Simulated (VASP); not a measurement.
Wanted: the native input for a VASP 6.6.1 run.

| Quantity | Value |
| --- | --- |
| Task | density of states |
| Functional | LDA |
| Potentials or basis | VASP PAW LDA potentials, release 64 (Rh_pv) |
| Cutoff | 520 eV |
| k mesh | 17 × 17 × 17 |
| Occupations | fermi-dirac, width 0.08 eV |
| Spin | no spin polarisation |
| Dipole correction | no |
| k mesh for the DOS | 26 × 26 × 26 |
| Occupations for the DOS | tetrahedron |
| Further INCAR settings | ALGO = Normal; EDIFF = 1e-07; NBANDS = 14 |

The system is Rh.

```
Rh
1.0
     1.82714    0.00000    0.00000
     0.00000    1.82714    0.00000
     0.00000    0.00000    1.82714
Rh
1
Cartesian
  0.0000 0.0000 0.0000
```

This cell differs from its parent crystal: volume scaled by 0.4.

The input as run:

POSCAR

```
Rh
1.0
    1.8271389873      0.0000000000      0.0000000000
    0.0000000000      1.8271389873      0.0000000000
    0.0000000000      0.0000000000      1.8271389873
Rh
1
Direct
    0.0000000000      0.0000000000      0.0000000000
```

INCAR.step1

```
PREC     = Accurate       # precision mode
ENCUT    = 520            # plane-wave cutoff, eV
EDIFF    = 1E-7           # SCF threshold, eV
ISMEAR   = -1             # smearing method
SIGMA    = 0.08           # smearing width, eV
LREAL    = False          # projectors in reciprocal space
LASPH    = True           # aspherical terms in the spheres
NELM     = 80             # most SCF steps
ALGO     = Normal         # electronic algorithm
ISIF     = 2              # what is computed and relaxed
LWAVE    = False          # write WAVECAR
LCHARG   = True           # write CHGCAR
LMAXMIX  = 4              # l up to which the mixer works
GGA      = CA             # functional
NBANDS   = 14             # bands
```

KPOINTS.step1

```
Automatic mesh
0
Gamma
  17 17 17
```

INCAR.step2

```
PREC     = Accurate       # precision mode
ENCUT    = 520            # plane-wave cutoff, eV
EDIFF    = 1E-7           # SCF threshold, eV
ISMEAR   = -5             # smearing method
SIGMA    = 0.08           # smearing width, eV
LREAL    = False          # projectors in reciprocal space
LASPH    = True           # aspherical terms in the spheres
NELM     = 80             # most SCF steps
ALGO     = Normal         # electronic algorithm
ISIF     = 2              # what is computed and relaxed
LWAVE    = False          # write WAVECAR
LCHARG   = False          # write CHGCAR
LMAXMIX  = 4              # l up to which the mixer works
GGA      = CA             # functional
LORBIT   = 11             # projections on sites
NBANDS   = 14             # bands
NEDOS    = 2001           # points of the DOS
ICHARG   = 11             # starting density
```

KPOINTS.step2

```
Automatic mesh
0
Gamma
  26 26 26
```

Potentials or basis: VASP PAW LDA potentials, release 64 (Rh_pv).

The run is started by

```console
$ cat potpaw_LDA.64/Rh_pv/POTCAR > POTCAR
$ cp INCAR.step1 INCAR
$ cp KPOINTS.step1 KPOINTS
$ mpirun -np 1 vasp_std > vasp.out
$ cp INCAR.step2 INCAR
$ cp KPOINTS.step2 KPOINTS
$ mpirun -np 1 vasp_std > vasp.out
```

It took 41 s on 1 thread of Intel Xeon 8259CL (shared host), peak memory 0.17 GiB.
